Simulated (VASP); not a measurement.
Set up this calculation in VASP 6.6.1, as the native input.

```yaml
Task: single point
Functional: PBEsol
Potentials_or_basis: VASP PAW PBE potentials, release 64 (Si)
Cutoff: 520 eV
k_mesh: 13 × 13 × 13
Occupations: fermi-dirac, width 0.1 eV
Spin: no spin polarisation
Dipole_correction: no
Further_INCAR_settings: ALGO = Normal; EDIFF = 1e-06; NBANDS = 11
```

The structure of Si lies in POSCAR:

```
Si
1.0
    3.6032702821     -0.0000022717     -0.0025456502
   -2.6248021133      2.4685968873     -0.0025456502
   -0.4916005996     -1.2402678308      3.3848622156
Si
2
Direct
    0.2500988462      0.7499011538      0.5000000000
    0.4999011538      0.5000988462      0.0000000000
```

One way to write it, as run:

INCAR

```
ALGO = Normal ; EDIFF = 1E-6
ENCUT = 520 ; GGA = PS
ISIF = 2 ; ISMEAR = -1
LASPH = True ; LCHARG = False
LREAL = False ; LWAVE = False
NBANDS = 11 ; NELM = 60
PREC = Accurate ; SIGMA = 0.1
```

KPOINTS

```
k-points
0
Gamma
  13 13 13
```

Potentials or basis: VASP PAW PBE potentials, release 64 (Si).

The run is started by

```sh
$ cat potpaw_PBE.64/Si/POTCAR > POTCAR
$ mpirun -np 1 vasp_std > vasp.out
```

Results of the run:

- Pressure: 0.1 GPa
- Band gap on the k mesh: zero (bands 4 and 5 overlap by 6.16 eV)

Caveat: the PAW data sets were made with another functional, which shifts forces and pressure a little.

Wall time 2.5 min on 1 thread of Intel Xeon 8259CL (shared host), peak memory 0.27 GiB.
